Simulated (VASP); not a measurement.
Set up this calculation in VASP 6.6.1, as the native input.

```yaml
Task: single point
Functional: PBEsol
Potentials_or_basis: VASP PAW PBE potentials, release 64 (Al, N)
Cutoff: 520 eV
k_mesh: 9 × 9 × 6
Occupations: fermi-dirac, width 0.03 eV
Spin: no spin polarisation
Dipole_correction: no
Further_INCAR_settings: ALGO = Normal; EDIFF = 1e-06; NBANDS = 16
```

The structure of AlN lies in POSCAR:

```
AlN
1.0
    2.8359464016      0.0000000000      0.0000000000
   -1.4179732008      2.4560016275      0.0000000000
    0.0000000000      0.0000000000      4.8560142950
Al N
2 2
Direct
    0.0000000000      0.0000000000      0.0000000000
    0.0000000000      0.0000000000      0.5000000000
    0.3333333333      0.6666666667      0.2500000000
    0.6666666667      0.3333333333      0.7500000000
```

The input as run:

INCAR

```
SYSTEM = AlN
ALGO = Normal ; EDIFF = 1E-6
ENCUT = 520 ; GGA = PS
ISIF = 2 ; ISMEAR = -1
LASPH = .TRUE. ; LCHARG = .FALSE.
LREAL = .FALSE. ; LWAVE = .FALSE.
NBANDS = 16 ; NELM = 100
PREC = Accurate ; SIGMA = 0.03
```

KPOINTS

```
k-points
0
G
  9 9 6
  0 0 0
```

Potentials or basis: VASP PAW PBE potentials, release 64 (Al, N).

The run is started by

```sh
$ cat potpaw_PBE.64/Al/POTCAR potpaw_PBE.64/N/POTCAR > POTCAR
$ mpirun -np 1 vasp_std > vasp.out
```

It gave:

```
Pressure               : -0.1 GPa
Band gap on the k mesh : 4.87 eV (least direct gap 5.08 eV)
```

Caveat: the PAW data sets were made with another functional, which shifts forces and pressure a little; an odd mesh through Γ misses points on the zone boundary, where band edges can lie.

Run time: 39 s on 1 thread of Intel Xeon 8259CL, on a shared host, peak memory 0.16 GiB.
